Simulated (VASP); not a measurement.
BiH2: relaxation of cell and atoms with PBE+D3(BJ)

The system is BiH2.

```
Bi H
1.0
     3.70756    0.00000    0.00000
    -1.85378    3.21084    0.00000
     0.00000    0.00000    3.53849
Bi H
1 2
Direct
  0.00000 0.00000 0.00000
  0.33333 0.66667 0.79566
  0.66667 0.33333 0.20434
```

```yaml
Program: VASP 6.6.1
Task: relaxation of cell and atoms
Functional: PBE
Dispersion: D3(BJ)
Potentials_or_basis: VASP PAW PBE potentials, release 64 (Bi_d, H)
Cutoff: 600 eV
k_mesh: 6 × 6 × 6
Occupations: gaussian, width 0.1 eV
Spin: no spin polarisation
Dipole_correction: no
Further_INCAR_settings: ALGO = Normal; EDIFF = 1e-06; IBRION = 2; EDIFFG = -0.04; NSW = 90; ISIF = 3
```

| Quantity | Value |
| --- | --- |
| Relaxed volume | 13.61 Å³/atom |
| Relaxed cell | a = 3.836 Å, b = 3.836 Å, c = 3.203 Å, α = 90.00°, β = 90.00°, γ = 120.00° |
| Space group after relaxing (to 0.1 Å) | P-3m1 (No. 164) |
| Energy gained by relaxing | 34.5 meV/atom |
| Ionic steps | 14 |
| Pressure after relaxing | -0.2 GPa |
| Largest force after relaxing | 0.029 eV/Å |
| Band gap on the k mesh | zero (an odd number of electrons rules out a gap without spin polarisation) |
| Dispersion energy per atom | -0.208 eV |

Forces on the atoms (eV/Å):
```
Bi   0.000  0.000  0.000
H    0.000  0.000  0.029
H    0.000  0.000 -0.029
```

Stress tensor (GPa, compression positive):
```
-0.12  0.00  0.00
 0.00 -0.12  0.00
 0.00  0.00 -0.30
```

Step by step:
```
step  energy change (eV)  largest force (eV/Å)  pressure (GPa)  volume (Å³)
   1              0.0000                0.1260           -0.21        42.12
   2             -0.0368                0.1226           -0.81        42.00
   3             -0.0585                0.1185           -1.19        41.85
   4             -0.0889                0.1453           -1.53        41.47
   5              0.1221                0.1323            0.78        40.37
   6             -0.0890                0.1494           -1.58        41.43
   7             -0.0892                0.1494           -1.57        41.40
   8             -0.0961                0.0938            0.50        40.04
   9             -0.0964                0.1030            0.15        40.26
  10             -0.0988                0.0842            0.28        40.29
  11             -0.0997                0.0626            0.44        40.32
  12             -0.1013                0.0550            0.06        40.59
  13             -0.1023                0.0447           -0.42        40.96
  14             -0.1035                0.0290           -0.18        40.82
```

Final structure:
```
Bi H
1.0
     3.83620    0.00000    0.00000
    -1.91810    3.32225    0.00000
     0.00000    0.00000    3.20264
Bi H
1 2
Direct
  0.00000 0.00000 0.00000
  0.33333 0.66667 0.82168
  0.66667 0.33333 0.17832
```

Levels at points of the mesh, in eV from the Fermi level:
```csv
k point,band 4,band 5,band 6,band 7,band 8,band 9,band 10,band 11,band 12
"(0.00, 0.00, 0.00)",-23.31,-23.31,-13.82,-1.54,-0.47,1.11,1.11,4.33,6.90
"(0.50, 0.00, 0.00)",-23.33,-23.32,-11.92,-7.57,-2.13,-0.79,4.47,7.51,9.28
"(0.00, 0.00, 0.50)",-23.41,-23.26,-11.87,-6.11,0.87,0.97,3.04,3.04,7.79
"(0.50, 0.00, 0.50)",-23.35,-23.21,-9.92,-6.08,-3.64,-2.15,1.14,3.39,4.40
```

Wall time 4.2 min on 1 thread of AMD EPYC 7R13, on a shared host, peak memory 0.16 GiB.

Caveat: spin-orbit coupling is left out, which moves the levels of the heavy elements.
